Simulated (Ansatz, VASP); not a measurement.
## WS2: VASP beside Ansatz

Contents of INCAR:

```
SYSTEM = WS2
ALGO = Normal
EDIFF = 1E-8
ENCUT = 520
GGA = PS
ISIF = 2
ISMEAR = -1
LASPH = .True.
LCHARG = .False.
LEFG = .True.
LREAL = .False.
LWAVE = .False.
NBANDS = 20
NELM = 80
PREC = Accurate
SIGMA = 0.03
```

File KPOINTS:

```
k-points
0
Gamma
  15 15 15
  0 0 0
```

Contents of POSCAR:

```
WS2
1.0
    1.5684027470      0.9055177481      6.1219641228
   -1.5684027470      0.9055177481      6.1219641228
    0.0000000000     -1.8110354963      6.1219641228
W S
1 2
Direct
    0.0000000000      0.0000000000      0.0000000000
    0.7503000000      0.7503000000      0.7503000000
    0.5810000000      0.5810000000      0.5810000000
```

Input for Ansatz:

```yaml
crystal:
  lattice:
    - [1.568402747, 0.9055177481, 6.1219641228]
    - [-1.568402747, 0.9055177481, 6.1219641228]
    - [0.0, -1.8110354963, 6.1219641228]
  atoms:
    - { symbol: W, position: [0.0, 0.0, 0.0] }
    - { symbol: S, position: [0.7503, 0.7503, 0.7503] }
    - { symbol: S, position: [0.581, 0.581, 0.581] }
kpoints:
  mp_grid: { grid: [15, 15, 15] }
scf:
  occupations: { method: fermi_dirac, width: 0.03 }
hamiltonian:
  xc: pbesol
  pseudopotentials: { kind: all_electron, datasets: crystal }
output:
  forces: true
  stress: true
  eigenvalues: true
  efg: { contact_densities: true }
```

Change from the starting cell: volume scaled by 0.98, crystal datasets.

Alike in both runs: task electric field gradients; functional PBEsol; k mesh 15 × 15 × 15; occupations fermi-dirac, width 0.03 eV; no spin polarisation.

|  | VASP | Ansatz |
| --- | --- | --- |
| version | VASP 6.6.1 | Ansatz 0.2.0 |
| potentials or method | VASP PAW PBE potentials, release 64 (W_sv, S), cutoff 520 eV | all-electron PAW with datasets made for the crystal, scalar-relativistic |

|  | VASP | Ansatz | Ansatz less VASP |
| --- | --- | --- | --- |
| pressure (GPa) | 3.0 | 2.9 | -0.10 |
| traceless stress, the component that is largest in VASP (GPa) | 0.94 | 0.90 | -0.046 |
| rms of the force components (eV/Å) | 0.299 | 0.293 | -0.0059 |
| size of Vzz on the site where it differs most (V/Å²) | 158.4 | 173.6 | +15.13 |

VASP's potentials were made for PBE, not for PBEsol. Atom by atom the forces differ by 0.010 eV/Å (rms over components). Ansatz ran all-electron here, and VASP with PAW potentials.

Spin-orbit coupling is off throughout.
